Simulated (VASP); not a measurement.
Crystal: Ti.

```
Ti
1.0
    -1.52355    1.52355    1.52355
     1.52355   -1.52355    1.52355
     1.52355    1.52355   -1.52355
Ti
1
Direct
  0.00000 0.00000 0.00000
```

This isn't the form of Ti at room conditions, which is hcp.

Base run:

- Program: VASP 6.6.1
- Functional: PBE
- Potentials or basis: VASP PAW PBE potentials, release 64 (Ti_sv)
- Cutoff: 520 eV
- k mesh: 22 × 22 × 22
- Occupations: gaussian, width 0.15 eV
- Spin: collinear spin
- Starting moments: [0.4] μB
- Fixed moment: 0.4 μB

Its results: pressure 29.3 GPa; site moments Ti +0.29 μB.

Task: The run is repeated on the same cell with these changes: fixed moment from 0.4 μB to 0.8 μB; moments at the start from [0.4] to [0.8]. What comes out?

Result: Pressure 31.6 GPa; site moments Ti +0.60 μB.

Caveats: the cell stands under pressure; the total moment is fixed, so each spin has its own Fermi level.
